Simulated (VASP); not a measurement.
# Ge2Sb2Te5 in VASP: settings compared

Aim: see how the results for Ge2Sb2Te5 move with the level of theory and the settings. Levels: LDA, PBEsol. Tasks: single point.

Program: VASP 6.6.1. These are calculated values, not measurements. Logs are shortened: lines on timing, memory, paths and dates and some standing lists are left out, and cuts for length are marked.

### Step 1. The cell of the first run

The structure is trigonal, space group P-3m1 (No. 164). The conventional cell has a = 4.195 Å, b = 4.195 Å, c = 16.694 Å, α = 90.00°, β = 90.00°, γ = 120.00°. Within 3.9 Å of Te (site symmetry 3m) lie 3 Sb at 2.97 Å and 3 Te at 3.59 Å. Te (site symmetry 3m) has 3 Ge at 2.92 Å and 3 Sb at 3.13 Å within 3.9 Å. Within 3.9 Å of Te (site symmetry -3m) lie 6 Ge at 2.95 Å. Within 3.9 Å of Sb (site symmetry 3m) lie 6 Te at 2.97 to 3.13 Å. Ge (site symmetry 3m) has 6 Te at 2.92 to 2.95 Å within 3.9 Å.

### Step 2. Single point, LDA

Contents of INCAR:

```
PREC = Accurate
ENCUT = 520
EDIFF = 1E-6
ISMEAR = -1
SIGMA = 0.05
LREAL = F
LASPH = T
NELM = 60
ALGO = Normal
ISIF = 2
LWAVE = F
LCHARG = F
GGA = CA
NBANDS = 44
```

Contents of KPOINTS:

```
Automatic mesh
0
Gamma
  7 7 2
```

Contents of POSCAR:

```
Ge2Sb2Te5
1.0
    4.1946679069      0.0000000000      0.0000000000
   -2.0973339535      3.6326889678      0.0000000000
    0.0000000000      0.0000000000     16.6937683798
Te Sb Ge
5 2 2
Direct
    0.6666666667      0.3333333333      0.4207399108
    0.3333333333      0.6666666667      0.5792600892
    0.3333333333      0.6666666667      0.1988098272
    0.6666666667      0.3333333333      0.8011901728
    0.0000000000      0.0000000000      0.0000000000
    0.0000000000      0.0000000000      0.3180584825
    0.0000000000      0.0000000000      0.6819415175
    0.6666666667      0.3333333333      0.1005694241
    0.3333333333      0.6666666667      0.8994305759
```

Potentials or basis: VASP PAW LDA potentials, release 64 (Te, Sb, Ge_d).

On the command line:

```sh
> cat potpaw_LDA.64/Te/POTCAR potpaw_LDA.64/Sb/POTCAR potpaw_LDA.64/Ge_d/POTCAR > POTCAR
> mpirun -np 1 vasp_std > vasp.out
```

OUTCAR:

```text
PREC = Accurate
   ENCUT = 520
   EDIFF = 1E-6
   ISMEAR = -1
   LREAL = F
   LASPH = T
   NELM = 60
   ISIF = 2
   GGA = CA

 ion  position               nearest neighbor table
   1  0.667  0.333  0.421-   6 2.97   6 2.97   6 2.97   2 3.59   2 3.59   2 3.59
   2  0.333  0.667  0.579-   7 2.97   7 2.97   7 2.97   1 3.59   1 3.59   1 3.59
   3  0.333  0.667  0.199-   8 2.92   8 2.92   8 2.92   6 3.13   6 3.13   6 3.13
   4  0.667  0.333  0.801-   9 2.92   9 2.92   9 2.92   7 3.13   7 3.13   7 3.13
   5  0.000  0.000  0.000-   8 2.95   9 2.95   8 2.95   9 2.95   8 2.95   9 2.95
   6  0.000  0.000  0.318-   1 2.97   1 2.97   1 2.97   3 3.13   3 3.13   3 3.13
   7  0.000  0.000  0.682-   2 2.97   2 2.97   2 2.97   4 3.13   4 3.13   4 3.13
   8  0.667  0.333  0.101-   3 2.92   3 2.92   3 2.92   5 2.95   5 2.95   5 2.95
   9  0.333  0.667  0.899-   4 2.92   4 2.92   4 2.92   5 2.95   5 2.95   5 2.95

  LATTYP: Found a hexagonal cell.
 ALAT       =     4.1946679069
 C/A-ratio  =     3.9797592444

  Lattice vectors:

 A1 = (   4.1946679069,   0.0000000000,   0.0000000000)
 A2 = (  -2.0973339535,   3.6326889678,   0.0000000000)
 A3 = (   0.0000000000,   0.0000000000,  16.6937683798)

Analysis of symmetry for initial positions (statically):
=====================================================================
 Subroutine PRICEL returns:
 Original cell was already a primitive cell.

 Routine SETGRP: Setting up the symmetry group for a
 hexagonal supercell.

 Subroutine GETGRP returns: Found 12 space group operations
 (whereof 12 operations were pure point group operations)
 out of a pool of 24 trial point group operations.

The static configuration has the point symmetry D_3d.

Analysis of symmetry for dynamics (positions and initial velocities):
=====================================================================
 Subroutine PRICEL returns:
 Original cell was already a primitive cell.

 Routine SETGRP: Setting up the symmetry group for a
 hexagonal supercell.

 Subroutine GETGRP returns: Found 12 space group operations
 (whereof 12 operations were pure point group operations)
 out of a pool of 24 trial point group operations.

The dynamic configuration has the point symmetry D_3d.

 Subroutine INISYM returns: Found 12 space group operations
 (whereof 12 operations are pure point group operations),
 and found     1 'primitive' translations

[... 106 lines left out ...]
   ISYM   =      2    0-nonsym 1-usesym 2-fastsym
   POTIM  = 0.5000    time-step for ionic-motion
   TEBEG  =    0.0;   TEEND  =   0.0 temperature during run
   PSTRESS=    0.0 pullay stress
   NELECT =      68.0000    total number of electrons
   NUPDOWN=      -1.0000    fix difference up-down
   EMIN   =  10.00;   EMAX   =-10.00  energy-range for DOS
   EFERMI =   0.00;   METHOD = LEGACY
   ISMEAR =    -1;   SIGMA  =   0.05  broadening in eV -4-tet -1-fermi 0-gaus
   EFERMI_NEDOS =   21; number of points for ismear=-14 and -15
   IALGO  =     38    algorithm
   IMIX   =      4    mixing-type and parameters
     AMIX     =   0.40;   BMIX     =  1.00
     AMIX_MAG =   1.60;   BMIX_MAG =  1.00
  volume/ion in A,a.u.               =      28.26       190.74
  Fermi-wavevector in a.u.,A,eV,Ry     =   1.054592  1.992890 15.131909  1.112164
  Thomas-Fermi vector in A             =   2.189758
   LORBIT       =      0    0 simple, 1 ext, 2 COOP (PROOUT), +10 PAW based schemes
   GGA     = CA    functional components
   LHFCALC =     F    Hartree Fock is set to
   AEXX    =    0.0000 exact exchange contribution
   IVDW    =     0    specifies the selected vdW correction
   LEPSILON=     F    determine dielectric tensor
   LRPA    =     F    only Hartree local field effects (RPA)
 non-spin polarized calculation
  energy-cutoff  :      520.00
  volume of cell :      254.38
 maximum number of plane-waves:      6882
 NGX is ok and might be reduce to    32
   NGX = 15   NGY = 15   NGZ = 63

 number of electron      68.0000003 magnetization

 Free energy of the ion-electron system (eV)
  ---------------------------------------------------
  ext. energy  EPLUGINS =         0.00000000
  ---------------------------------------------------
  free energy    TOTEN  =       -39.96246628 eV

  energy without entropy =      -39.95919569  energy(sigma->0) =      -39.96083099

 E-fermi :   7.0472     XC(G=0):  -9.9617

 val. band max:        6.8699735661   @ k =   0.0000   0.0000   0.5000
 cond. band min:       7.0606580408   @ k =   0.0000   0.0000   0.0000
 fundamental gap:      0.1906844748
 Fermi energy:         7.0472468468

 k-point     1 :       0.0000    0.0000    0.0000
  band No.  band energies     occupation
      1     -18.1003      2.00000
      2     -18.1003      2.00000
      3     -18.0992      2.00000
      4     -18.0992      2.00000
      5     -18.0910      2.00000
      6     -18.0908      2.00000
[... 741 lines left out ...]
     43      10.8520      0.00000
     44      11.6536      0.00000

------------------------ aborting loop because EDIFF is reached ----------------------------------------

  FORCE on cell =-STRESS in cart. coord.  units (eV):
  Direction    XX          YY          ZZ          XY          YZ          ZX
  --------------------------------------------------------------------------------------
  -------------------------------------------------------------------------------------
  Total        0.2943399      0.2943399      0.2737559     -0.0000000      0.0000000      0.0000000
  in kB        1.8538709      1.8538709      1.7242248     -0.0000000      0.0000000      0.0000000
  external PRESSURE =       1.8106556 kB  Pullay stress =       0.0000000 kB

 VOLUME and BASIS-vectors are now :
 -----------------------------------------------------------------------------
  energy-cutoff  :      520.00
  volume of cell :      254.38
      direct lattice vectors                 reciprocal lattice vectors
     4.194667907  0.000000000  0.000000000     0.238397895  0.137639089  0.000000000
    -2.097333954  3.632688968  0.000000000     0.000000000  0.275278178  0.000000000
     0.000000000  0.000000000 16.693768380     0.000000000  0.000000000  0.059902592

 POSITION                                       TOTAL-FORCE (eV/Angst)
 -----------------------------------------------------------------------------------
      2.09733      1.21090      7.02373        -0.000000      0.000000      0.052339
     -0.00000      2.42179      9.67003        -0.000000      0.000000     -0.052339
     -0.00000      2.42179      3.31889         0.000000      0.000000      0.000955
      2.09733      1.21090     13.37488        -0.000000      0.000000     -0.000955
      0.00000      0.00000      0.00000        -0.000000      0.000000      0.000000
      0.00000      0.00000      5.30959        -0.000000     -0.000000     -0.042583
      0.00000      0.00000     11.38417        -0.000000      0.000000      0.042583
      2.09733      1.21090      1.67888         0.000000      0.000000     -0.001008
     -0.00000      2.42179     15.01489         0.000000     -0.000000      0.001008
 -----------------------------------------------------------------------------------
    total drift:                               -0.000000      0.000000      0.000000

  FREE ENERGIE OF THE ION-ELECTRON SYSTEM (eV)
  ---------------------------------------------------
  free  energy   TOTEN  =       -39.9624662817 eV

  energy  without entropy=      -39.9591956897  energy(sigma->0) =      -39.96083099
```

Run time: 6.1 min. Hardware: 1 thread of AMD EPYC 7R43 (Zen 3), shared host; peak memory 0.34 GiB.

Results:

- Free energy: -39.9625 eV
- Pressure: 0.2 GPa
- Largest force: 0.052 eV/Å

Forces on the atoms (eV/Å):
```
Te   0.000  0.000  0.052
Te   0.000  0.000 -0.052
Te   0.000  0.000  0.001
Te   0.000  0.000 -0.001
Te   0.000  0.000  0.000
Sb   0.000  0.000 -0.043
Sb   0.000  0.000  0.043
Ge   0.000  0.000 -0.001
Ge   0.000  0.000  0.001
```

Caveat: spin-orbit coupling is left out, which moves the levels of the heavy elements.

### Step 3. Single point, PBEsol (last atom moved by 0.08 Å along z, cell strained by +1.5% along z)

Contents of INCAR:

```
SYSTEM = Ge2Sb2Te5
ADDGRID = .FALSE.
ALGO = Normal
EDIFF = 1E-8
EFERMI = MIDGAP
ENCUT = 650
GGA = PS
GGA_COMPAT = .FALSE.
ISIF = 2
ISMEAR = 0
KPAR = 2
LASPH = .TRUE.
LCHARG = .FALSE.
LREAL = .FALSE.
LWAVE = .FALSE.
NBANDS = 68
NELM = 120
PREC = Accurate
SIGMA = 0.03
```

Contents of KPOINTS:

```
Automatic mesh
0
Gamma
  9 9 2
  0 0 0
```

Contents of POSCAR:

```
Ge2Sb2Te5
1.0
    4.2940644248      0.0000000000      0.0000000000
   -2.1470322124      3.7187688774      0.0000000000
    0.0000000000      0.0000000000     17.3578661900
Te Sb Ge
5 2 2
Direct
    0.6666666700      0.3333333300      0.4198920000
    0.3333333300      0.6666666700      0.5801080000
    0.3333333300      0.6666666700      0.2015420000
    0.6666666700      0.3333333300      0.7984580000
    0.0000000000      0.0000000000      0.0000000000
    0.0000000000      0.0000000000      0.3200680000
    0.0000000000      0.0000000000      0.6799320000
    0.6666666700      0.3333333300      0.1028950000
    0.3333333300      0.6666666700      0.9017829900
```

Potentials or basis: VASP PAW PBE potentials, release 64 (Te, Sb, Ge_d).

On the command line:

```sh
> cat potpaw_PBE.64/Te/POTCAR potpaw_PBE.64/Sb/POTCAR potpaw_PBE.64/Ge_d/POTCAR > POTCAR
> mpirun -np 2 vasp_std > vasp.out
```

Wall time 5.5 min (2 MPI ranks of Intel Xeon 6975P-C (Granite Rapids), shared host); peak memory 0.77 GiB.

It converged, with:

```yaml
Free_energy: -37.4306 eV
Pressure: -2.9 GPa
Largest_force: 0.251 eV/Å
Band_gap_on_the_k_mesh: 0.29 eV
```

Forces in eV/Å, atoms in the order of the input:
```
Te   0.000  0.000 -0.251
Te   0.000  0.000  0.202
Te   0.000  0.000 -0.093
Te   0.000  0.000  0.095
Te   0.000  0.000  0.074
Sb   0.000  0.000  0.018
Sb   0.000  0.000  0.138
Ge   0.000  0.000  0.029
Ge   0.000  0.000 -0.212
```

Stress tensor (GPa, compression positive):
```
-2.64  0.00  0.00
 0.00 -2.64  0.00
 0.00  0.00 -3.34
```

Levels at points of the mesh, in eV from the valence-band top:
| k point | band 31 | band 32 | band 33 | band 34 | band 35 | band 36 | band 37 | band 38 |
| --- | --- | --- | --- | --- | --- | --- | --- | --- |
| (0.00, 0.00, 0.00) | -1.16 | -1.16 | -0.82 | 0.00 | 0.29 | 0.32 | 0.32 | 0.96 |
| (0.00, 0.00, 0.50) | -1.22 | -1.22 | -0.68 | -0.16 | 0.50 | 0.50 | 0.56 | 0.65 |

Caveat: the cell differs from its parent crystal (last atom moved by 0.08 Å along z, cell strained by +1.5% along z); the PAW data sets were made with another functional, which shifts forces and pressure a little; spin-orbit coupling is left out, which moves the levels of the heavy elements; an odd mesh through Γ misses points on the zone boundary, where band edges can lie.
